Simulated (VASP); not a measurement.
# Zn4SnN (P4/mmm) in VASP: a series of runs

Zn4SnN is run at these levels: PBE; tasks: relaxation of cell and atoms, single point.

Program: VASP 6.6.1. These are calculated values, not measurements. Logs are shortened: lines on timing, memory, paths and dates and some standing lists are left out, and cuts for length are marked.

## (1) The cell of the first run

Symmetry: P4/mmm, No. 123, tetragonal system. Conventional cell: a = 3.865 Å, b = 3.865 Å, c = 5.838 Å, α = 90.00°, β = 90.00°, γ = 90.00°. Within 3.1 Å of Zn (site symmetry 2mm) lie 2 N at 2.31 Å and 5 Zn at 2.53 to 2.73 Å and 2 Sn at 2.54 Å. Within 3.4 Å of Sn (site symmetry 4/mmm) lie 8 Zn at 2.54 Å. N (site symmetry 4/mmm) has 8 Zn at 2.31 Å within 3.1 Å.

The cell was built from a structure type or drawn by symmetry, and may not be a known phase.

## (2) Relaxation of cell and atoms, PBE

INCAR

```
  PREC = Accurate
  ENCUT = 600
  EDIFF = 1E-7
  ISMEAR = 0
  SIGMA = 0.1
  LREAL = F
  LASPH = T
  NELM = 60
  ALGO = Normal
  ISIF = 3
  LWAVE = F
  LCHARG = F
  GGA = PE
  IBRION = 2
  NSW = 90
  EDIFFG = -0.04
```

KPOINTS

```
Automatic mesh
0
Gamma
  4 4 4
```

POSCAR

```
Zn4SnN
1.0
    3.8648396900      0.0000000000      0.0000000000
    0.0000000000      3.8648396900      0.0000000000
    0.0000000000      0.0000000000      5.8383966200
Zn Sn N
4 1 1
Direct
    0.5000000000      0.0000000000      0.7163936500
    0.0000000000      0.5000000000      0.2836063500
    0.5000000000      0.0000000000      0.2836063500
    0.0000000000      0.5000000000      0.7163936500
    0.0000000000      0.0000000000      0.0000000000
    0.5000000000      0.5000000000      0.5000000000
```

Potentials or basis: VASP PAW PBE potentials, release 64 (Zn, Sn_d, N).

Run with:

```
cat potpaw_PBE.64/Zn/POTCAR potpaw_PBE.64/Sn_d/POTCAR potpaw_PBE.64/N/POTCAR > POTCAR
mpirun -np 1 vasp_std > vasp.out
```

OUTCAR:

```text
PREC = Accurate
   ENCUT = 600
   EDIFF = 1E-7
   ISMEAR = 0
   LREAL = F
   LASPH = T
   NELM = 60
   ISIF = 3
   GGA = PE
   IBRION = 2
   NSW = 90
   EDIFFG = -0.04

 ion  position               nearest neighbor table
   1  0.500  0.000  0.716-   6 2.31   6 2.31   3 2.53   5 2.54   5 2.54   4 2.73   4 2.73   4 2.73
                             4 2.73
   2  0.000  0.500  0.284-   6 2.31   6 2.31   4 2.53   5 2.54   5 2.54   3 2.73   3 2.73   3 2.73
                             3 2.73
   3  0.500  0.000  0.284-   6 2.31   6 2.31   1 2.53   5 2.54   5 2.54   2 2.73   2 2.73   2 2.73
                             2 2.73
   4  0.000  0.500  0.716-   6 2.31   6 2.31   2 2.53   5 2.54   5 2.54   1 2.73   1 2.73   1 2.73
                             1 2.73
   5  0.000  0.000  0.000-   1 2.54   2 2.54   3 2.54   4 2.54   2 2.54   4 2.54   1 2.54   3 2.54

   6  0.500  0.500  0.500-   1 2.31   2 2.31   3 2.31   4 2.31   1 2.31   3 2.31   2 2.31   4 2.31

  LATTYP: Found a simple tetragonal cell.
 ALAT       =     3.8648396900
 C/A-ratio  =     1.5106439305

  Lattice vectors:

 A1 = (   3.8648396900,   0.0000000000,   0.0000000000)
 A2 = (   0.0000000000,   3.8648396900,   0.0000000000)
 A3 = (   0.0000000000,   0.0000000000,   5.8383966200)

Analysis of symmetry for initial positions (statically):
=====================================================================
 Subroutine PRICEL returns:
 Original cell was already a primitive cell.

 Routine SETGRP: Setting up the symmetry group for a
 simple tetragonal supercell.

 Subroutine GETGRP returns: Found 16 space group operations
 (whereof 16 operations were pure point group operations)
 out of a pool of 16 trial point group operations.

The static configuration has the point symmetry D_4h.

Analysis of symmetry for dynamics (positions and initial velocities):
=====================================================================
 Subroutine PRICEL returns:
 Original cell was already a primitive cell.

 Routine SETGRP: Setting up the symmetry group for a
 simple tetragonal supercell.

 Subroutine GETGRP returns: Found 16 space group operations
 (whereof 16 operations were pure point group operations)
 out of a pool of 16 trial point group operations.

The dynamic configuration has the point symmetry D_4h.

 Subroutine INISYM returns: Found 16 space group operations
 (whereof 16 operations are pure point group operations),
 and found     1 'primitive' translations

----------------------------------------------------------------------------------------

                                     Primitive cell

  volume of cell :      87.2080

  direct lattice vectors                    reciprocal lattice vectors
     3.864839690  0.000000000  0.000000000     0.258742944  0.000000000  0.000000000
     0.000000000  3.864839690  0.000000000     0.000000000  0.258742944  0.000000000
     0.000000000  0.000000000  5.838396620     0.000000000  0.000000000  0.171279902

  length of vectors
     3.864839690  3.864839690  5.838396620     0.258742944  0.258742944  0.171279902

  position of ions in fractional coordinates (direct lattice)
     0.500000000  0.000000000  0.716393650
     0.000000000  0.500000000  0.283606350
     0.500000000  0.000000000  0.283606350
     0.000000000  0.500000000  0.716393650
     0.000000000  0.000000000  0.000000000
     0.500000000  0.500000000  0.500000000

  ion indices of the primitive-cell ions
   primitive index   ion index
                 1           1
                 2           2
                 3           3
                 4           4
                 5           5
                 6           6

----------------------------------------------------------------------------------------

 KPOINTS: Automatic mesh

Automatic generation of k-mesh.
 Grid dimensions read from file:
 generate k-points for:    4    4    4

 Generating k-lattice:

  Cartesian coordinates                     Fractional coordinates (reciprocal lattice)
     0.064685736  0.000000000  0.000000000     0.250000000  0.000000000  0.000000000
     0.000000000  0.064685736  0.000000000     0.000000000  0.250000000  0.000000000
     0.000000000  0.000000000  0.042819975     0.000000000  0.000000000  0.250000000

  Length of vectors
     0.064685736  0.064685736  0.042819975

  Shift w.r.t. Gamma in fractional coordinates (k-lattice)
     0.000000000  0.000000000  0.000000000

 Subroutine IBZKPT returns following result:
 ===========================================

 Found     18 irreducible k-points:

 Following reciprocal coordinates:
            Coordinates               Weight
  0.000000  0.000000  0.000000      1.000000
  0.250000  0.000000  0.000000      4.000000
  0.500000  0.000000  0.000000      2.000000
  0.250000  0.250000  0.000000      4.000000
  0.500000  0.250000  0.000000      4.000000
  0.500000  0.500000  0.000000      1.000000
[... 10 lines left out ...]
  0.500000  0.250000  0.500000      4.000000
  0.500000  0.500000  0.500000      1.000000
   k-points           NKPTS =     18   k-points in BZ     NKDIM =     18   number of bands    NBANDS=     40
   number of dos      NEDOS =    301   number of ions     NIONS =      6
   total plane-waves  NPLWV =  49152
   dimension x,y,z NGX =    32 NGY =   32 NGZ =   48
   dimension x,y,z NGXF=    64 NGYF=   64 NGZF=   96
   ions per type =               4   1   1
   NGX,Y,Z   is equivalent  to a cutoff of  13.76, 13.76, 13.67 a.u.
   NGXF,Y,Z  is equivalent  to a cutoff of  27.53, 27.53, 27.34 a.u.
 SYSTEM =  unknown system
   PREC   = accura    normal or accurate (medium, high low for compatibility)
   ISTART =      0    job   : 0-new  1-cont  2-samecut
   ICHARG =      2    charge: 1-file 2-atom 10-const
   ISPIN  =      1    spin polarized calculation?
   LNONCOLLINEAR =      F non collinear calculations
   LSORBIT =      F    spin-orbit coupling
   LASPH  =      T    aspherical Exc in radial PAW
   ENCUT  =  600.0 eV  44.10 Ry    6.64 a.u.   7.72  7.72 11.66*2*pi/ulx,y,z
   NELM   =     60;   NELMIN=  2; NELMDL= -5     # of ELM steps
   EDIFF  = 0.1E-06   stopping-criterion for ELM
   LREAL  =      F    real-space projection
   EDIFFG = -.4E-01   stopping-criterion for IOM
   NSW    =     90    number of steps for IOM
   IBRION =      2    ionic relax: 0-MD 1-quasi-New 2-CG
   NFREE  =      1    steps in history (QN), initial steepest desc. (CG)
   ISIF   =      3    stress and relaxation
   ISYM   =      2    0-nonsym 1-usesym 2-fastsym
   POTIM  = 0.5000    time-step for ionic-motion
   TEBEG  =    0.0;   TEEND  =   0.0 temperature during run
   PSTRESS=    0.0 pullay stress
   NELECT =      67.0000    total number of electrons
   NUPDOWN=      -1.0000    fix difference up-down
   EMIN   =  10.00;   EMAX   =-10.00  energy-range for DOS
   EFERMI =   0.00;   METHOD = LEGACY
   ISMEAR =     0;   SIGMA  =   0.10  broadening in eV -4-tet -1-fermi 0-gaus
   EFERMI_NEDOS =   21; number of points for ismear=-14 and -15
   IALGO  =     38    algorithm
   IMIX   =      4    mixing-type and parameters
     AMIX     =   0.40;   BMIX     =  1.00
     AMIX_MAG =   1.60;   BMIX_MAG =  1.00
  volume/ion in A,a.u.               =      14.53        98.08
  Fermi-wavevector in a.u.,A,eV,Ry     =   1.499389  2.833434 30.588163  2.248167
  Thomas-Fermi vector in A             =   2.611025
   LORBIT       =      0    0 simple, 1 ext, 2 COOP (PROOUT), +10 PAW based schemes
   GGA     = PE    functional components
   LHFCALC =     F    Hartree Fock is set to
   AEXX    =    0.0000 exact exchange contribution
   IVDW    =     0    specifies the selected vdW correction
   LEPSILON=     F    determine dielectric tensor
   LRPA    =     F    only Hartree local field effects (RPA)
 conjugate gradient relaxation of ions
 non-spin polarized calculation
 Gauss-broadening in eV      SIGMA  =   0.10
  energy-cutoff  :      600.00
  volume of cell :       87.21
 maximum number of plane-waves:      2952
 NGX is ok and might be reduce to    32
   NGX = 15   NGY = 15   NGZ = 23

--------------------------------------- Ionic step        1  -------------------------------------------

 number of electron      66.9999959 magnetization

 Free energy of the ion-electron system (eV)
  ---------------------------------------------------
  ext. energy  EPLUGINS =         0.00000000
  ---------------------------------------------------
  free energy    TOTEN  =       -13.05314519 eV

  energy without entropy =      -13.04530063  energy(sigma->0) =      -13.04922291

 E-fermi :   5.8936     XC(G=0): -11.5850

 val. band max:        5.8113657341   @ k =   0.2500   0.0000   0.2500
 cond. band min:       5.9462757577   @ k =   0.0000   0.0000   0.5000
 fundamental gap:      0.1349100236
 Fermi energy:         5.8935847357

 k-point     1 :       0.0000    0.0000    0.0000
  band No.  band energies     occupation
      1     -16.2516      2.00000
      2     -16.2447      2.00000
      3     -16.2447      2.00000
      4     -16.1768      2.00000
      5     -16.1225      2.00000
      6      -9.6508      2.00000
[... 876 lines left out ...]
  FREE ENERGIE OF THE ION-ELECTRON SYSTEM (eV)
  ---------------------------------------------------
  free  energy   TOTEN  =       -13.9860576943 eV

  energy  without entropy=      -13.9715377906  energy(sigma->0) =      -13.97879774

[... ionic steps 4 to 8 ...]

--------------------------------------- Ionic step        9  -------------------------------------------

 number of electron      66.9999933 magnetization

------------------------ aborting loop because EDIFF is reached ----------------------------------------

  FORCE on cell =-STRESS in cart. coord.  units (eV):
  Direction    XX          YY          ZZ          XY          YZ          ZX
  --------------------------------------------------------------------------------------
  -------------------------------------------------------------------------------------
  Total        0.0277947      0.0277947      0.2381658      0.0000000      0.0000000      0.0000000
  in kB        0.4347452      0.4347452      3.7252282      0.0000000      0.0000000      0.0000000
  external PRESSURE =       1.5315729 kB  Pullay stress =       0.0000000 kB
[... 65 lines left out ...]
  energy  without entropy=      -14.3839082099  energy(sigma->0) =      -14.39480733

--------------------------------------- Ionic step       11  -------------------------------------------

 number of electron      66.9999951 magnetization

 Free energy of the ion-electron system (eV)
  ---------------------------------------------------
  ext. energy  EPLUGINS =         0.00000000
  ---------------------------------------------------
  free energy    TOTEN  =       -14.40627772 eV

  energy without entropy =      -14.38504653  energy(sigma->0) =      -14.39566212

 E-fermi :   4.1642     XC(G=0): -10.7595

 val. band max:        4.1444070398   @ k =   0.2500   0.2500   0.0000
 cond. band min:       4.1849942016   @ k =   0.2500   0.2500   0.0000
 fundamental gap:      0.0405871617
 Fermi energy:         4.1642482481

 k-point     1 :       0.0000    0.0000    0.0000
  band No.  band energies     occupation
      1     -17.3668      2.00000
      2     -17.3452      2.00000
      3     -17.3452      2.00000
      4     -17.3430      2.00000
      5     -17.3113      2.00000
      6     -10.7769      2.00000
[... 796 lines left out ...]
  FREE ENERGIE OF THE ION-ELECTRON SYSTEM (eV)
  ---------------------------------------------------
  free  energy   TOTEN  =       -14.4062777162 eV

  energy  without entropy=      -14.3850465273  energy(sigma->0) =      -14.39566212

 reached required accuracy - stopping structural energy minimisation
```

It took 4.3 min on 1 thread of Intel Xeon 6975P-C (Granite Rapids), shared host; peak memory 0.26 GiB.

What came out:

| Quantity | Value |
| --- | --- |
| Free energy | -14.4063 eV |
| Relaxed volume | 17.14 Å³/atom |
| Relaxed cell | a = 3.838 Å, b = 3.838 Å, c = 6.981 Å, α = 90.00°, β = 90.00°, γ = 90.00° |
| Space group after relaxing (to 0.1 Å) | P4/mmm (No. 123) |
| Energy gained by relaxing | 225.5 meV/atom |
| Ionic steps | 11 |
| Pressure after relaxing | -0.2 GPa |
| Largest force after relaxing | 0.005 eV/Å |
| Band gap on the k mesh | zero (an odd number of electrons rules out a gap without spin polarisation) |

Forces on the atoms (eV/Å):
```
Zn   0.000  0.000 -0.005
Zn   0.000  0.000  0.005
Zn   0.000  0.000  0.005
Zn   0.000  0.000 -0.005
Sn   0.000  0.000  0.000
N    0.000  0.000  0.000
```

Stress tensor (GPa, compression positive):
```
-0.13  0.00  0.00
 0.00 -0.13  0.00
 0.00  0.00 -0.37
```

The path:
```tsv
step	energy change (eV)	largest force (eV/Å)	pressure (GPa)	volume (Å³)
1	0.0000	0.8879	18.11	87.21
2	-0.9015	0.5232	-3.41	109.61
3	-0.9329	0.5612	-0.91	105.07
4	-0.9332	0.5577	-1.20	105.50
5	-1.0910	0.4414	-1.34	105.16
6	-1.3408	0.0985	-0.52	103.67
7	-1.3434	0.1591	-0.37	103.43
8	-1.3435	0.1455	-0.41	103.49
9	-1.3521	0.0637	0.15	102.43
10	-1.3526	0.0400	0.34	102.11
11	-1.3531	0.0047	-0.21	102.84
```

Final structure:
```xyz
6
Lattice="3.8381 0.0000 0.0000 0.0000 3.8381 0.0000 0.0000 0.0000 6.9811" Properties=species:S:1:pos:R:3 pbc="T T T"
Zn    1.9190    0.0000    4.8434
Zn    0.0000    1.9190    2.1376
Zn    1.9190    0.0000    2.1376
Zn    0.0000    1.9190    4.8434
Sn    0.0000    0.0000    0.0000
N     1.9190    1.9190    3.4905
```

Caveat: the k points lie up to 0.41 Å⁻¹ apart in the final cell, too coarse for converged energies and pressures of a metal; the volume moved by over 15 % at a fixed basis, so the end points are rough; spin-orbit coupling is left out, which moves the levels of the heavy elements.

## (3) Single point, PBE

This run uses another cell than the first one, of 17.40 Å³/atom.

INCAR

```
PREC = Accurate
ENCUT = 520
EDIFF = 1E-6
ISMEAR = 0
SIGMA = 0.1
LREAL = F
LASPH = T
NELM = 60
ALGO = Normal
ISIF = 2
LWAVE = F
LCHARG = F
GGA = PE
NBANDS = 42
```

KPOINTS

```
regular mesh
0
Gamma
  10 10 6
```

POSCAR

```
Zn4SnN
1.0
    3.6364610325      0.0000000000      0.0000000000
    0.0000000000      3.6364610325      0.0000000000
    0.0000000000      0.0000000000      7.8940733237
Zn Sn N
4 1 1
Direct
    0.5000000000      0.0000000000      0.6797572444
    0.0000000000      0.5000000000      0.3202427556
    0.5000000000      0.0000000000      0.3202427556
    0.0000000000      0.5000000000      0.6797572444
    0.0000000000      0.0000000000      0.0000000000
    0.5000000000      0.5000000000      0.5000000000
```

Potentials or basis: VASP PAW PBE potentials, release 64 (Zn, Sn_d, N).

Run with:

```
cat potpaw_PBE.64/Zn/POTCAR potpaw_PBE.64/Sn_d/POTCAR potpaw_PBE.64/N/POTCAR > POTCAR
mpirun -np 1 vasp_std > vasp.out
```

Run time: 2.5 min. Hardware: 1 thread of Intel Xeon 6975P-C (Granite Rapids), shared host; peak memory 0.41 GiB.

The run converged. Its results:

| Property | Result |
| --- | --- |
| Free energy | -14.3627 eV |
| Pressure | 0.2 GPa |
| Largest force | 0.021 eV/Å |
| Band gap on the k mesh | zero (an odd number of electrons rules out a gap without spin polarisation) |

Forces in eV/Å, atoms in the order of the input:
```
Zn   0.000  0.000  0.021
Zn   0.000  0.000 -0.021
Zn   0.000  0.000 -0.021
Zn   0.000  0.000  0.021
Sn   0.000  0.000  0.000
N    0.000  0.000  0.000
```

Levels at points of the mesh, in eV from the Fermi level:
| k point | band 31 | band 32 | band 33 | band 34 | band 35 | band 36 |
| --- | --- | --- | --- | --- | --- | --- |
| (0.00, 0.00, 0.00) | -2.79 | -2.29 | 1.92 | 2.60 | 2.60 | 3.14 |
| (0.50, 0.00, 0.00) | -4.13 | -2.15 | -0.23 | 0.26 | 0.51 | 2.62 |
| (0.50, 0.50, 0.00) | -2.19 | -2.19 | -2.07 | -1.32 | -0.63 | -0.63 |
| (0.00, 0.00, 0.50) | -2.76 | -0.86 | 0.21 | 2.02 | 2.02 | 3.23 |
| (0.50, 0.00, 0.50) | -2.42 | -2.29 | -2.15 | -1.95 | 2.68 | 2.76 |
| (0.50, 0.50, 0.50) | -3.12 | -2.55 | -2.55 | 0.41 | 0.71 | 0.71 |

Caveat: spin-orbit coupling is left out, which moves the levels of the heavy elements.
